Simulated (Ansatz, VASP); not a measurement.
# Be2Se: VASP beside Ansatz

```
Be Se
1.0
    -1.87849    1.87849    3.08092
     1.87849   -1.87849    3.08092
     1.87849    1.87849   -3.08092
Be Se
2 1
Cartesian
  0.0000 0.0000 3.6540
  0.0000 0.0000 2.5079
  0.0000 0.0000 0.0000
```

Alike in both runs: task relaxation of cell and atoms; functional PBE; k mesh 6 × 6 × 6; occupations gaussian, width 0.1 eV; no spin polarisation.

|  | VASP | Ansatz |
| --- | --- | --- |
| version | VASP 6.6.1 | Ansatz 0.2.0 |
| potentials or method | VASP PAW PBE potentials, release 64 (Be, Se), cutoff 600 eV | scalar-relativistic, plane waves, PAW |
| valence electrons in the cell | 10 | 20 |

|  | VASP | Ansatz | Ansatz less VASP |
| --- | --- | --- | --- |
| gap on the k mesh at the Fermi level, each at its own relaxed structure (eV) | 0.65 | 0.68 | +0.023 |
| relaxed volume (Å³/atom) | 22.56 | 22.65 | +0.088 |
| relaxed cell length with the largest relative difference (Å) | 4.513 | 4.517 | +0.0041 |

VASP's potentials hold 10 valence electrons a cell and Ansatz's 20, so a difference there can come from the potentials and not from the codes.

Noted on VASP's run: the volume moved by over 15 % at a fixed basis, so the end points are rough.
